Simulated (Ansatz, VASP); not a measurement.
# Two plane-wave programs on H

```xyz
4
Lattice="2.6235 -2.5669 0.0000 2.6235 2.5669 0.0000 0.0000 0.0000 4.1418" Properties=species:S:1:pos:R:3 pbc="T T T"
H     2.6235   -2.3271    0.2838
H     2.6235    0.2398    1.7872
H     2.6235   -0.2398    2.3547
H     2.6235    2.3271    3.8581
```

Alike in both runs: task single point; functional LDA; k mesh 8 × 8 × 6; occupations gaussian, width 0.05 eV; no spin polarisation.

|  | VASP | Ansatz |
| --- | --- | --- |
| version | VASP 6.6.1 | Ansatz 0.2.0 |
| potentials or method | VASP PAW LDA potentials, release 64 (H), cutoff 520 eV | scalar-relativistic, plane waves, PAW |
| valence electrons in the cell | 4 | 4 |

Ansatz gave:

| Quantity | Value |
| --- | --- |
| gap on the k mesh at the Fermi level (eV) | 8.69 |
| least direct gap on the mesh (eV) | 9.36 |
| pressure (GPa) | 0.7 |
| traceless stress, the component that is largest in VASP (GPa) | -1.26 |
| rms of the force components (eV/Å) | 0.528 |

Q: Estimate VASP's values.

A: gap on the k mesh at the Fermi level (eV): 8.69; least direct gap on the mesh (eV): 9.35; pressure (GPa): 0.6; traceless stress, the component that is largest in VASP (GPa): -1.26; rms of the force components (eV/Å): 0.533.

LDA's correlation is that of Perdew and Zunger in VASP and of Perdew and Wang (1992) in Ansatz. Atom by atom the forces differ by 0.005 eV/Å (rms over components).
